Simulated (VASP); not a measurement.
Set up this calculation in VASP 6.6.1, as the native input.

| Quantity | Value |
| --- | --- |
| Task | single point |
| Functional | PBE |
| Potentials or basis | VASP PAW PBE potentials, release 64 (P, C) |
| Cutoff | 520 eV |
| k mesh | 6 × 6 × 4 |
| Occupations | gaussian, width 0.1 eV |
| Spin | no spin polarisation |
| Dipole correction | no |
| Further INCAR settings | ALGO = Normal; EDIFF = 1e-06; NBANDS = 23 |

The structure of P2C lies in POSCAR:

```
P2C
1.0
    2.8241681751      0.0000000000      0.0000000000
    0.0000000000      2.8241681751      0.0000000000
    0.0000000000      0.0000000000     13.4018108775
P C
4 2
Direct
    0.0000000000      0.5000000000      0.3402429828
    0.5000000000      0.0000000000      0.1597570172
    0.0000000000      0.5000000000      0.6597570172
    0.5000000000      0.0000000000      0.8402429828
    0.0000000000      0.0000000000      0.7500000000
    0.0000000000      0.0000000000      0.2500000000
```

The cell was generated, and may not be a known phase.

These files were run (other wordings do the same):

INCAR

```
SYSTEM = P2C
  ALGO = Normal
  EDIFF = 1E-6
  ENCUT = 520
  GGA = PE
  ISIF = 2
  ISMEAR = 0
  LASPH = .TRUE.
  LCHARG = .TRUE.
  LELF = .TRUE.
  LREAL = .FALSE.
  LVHAR = .TRUE.
  LWAVE = .FALSE.
  NBANDS = 23
  NELM = 60
  PREC = Accurate
  SIGMA = 0.1
```

KPOINTS

```
k-points
0
G
  6 6 4
  0 0 0
```

Potentials or basis: VASP PAW PBE potentials, release 64 (P, C).

The run is started by

```bash
$ cat potpaw_PBE.64/P/POTCAR potpaw_PBE.64/C/POTCAR > POTCAR
$ mpirun -np 1 vasp_std > vasp.out
```

It gave:

```
Pressure               : -0.3 GPa
Largest force          : 0.073 eV/Å
Band gap on the k mesh : zero (bands 14 and 15 overlap by 4.51 eV)
```

Caveat: the k points lie up to 0.37 Å⁻¹ apart, too coarse for converged energies and pressures of a metal; this functional lacks dispersion, which binds layers or chains, so the pressure and a relaxed spacing across them are unreliable.

It took 75 s on 1 thread of Intel(R) Xeon(R) Platinum 8259CL CPU @ 2.50GHz (Skylake/Cascade Lake), on a shared host, peak memory 0.24 GiB.
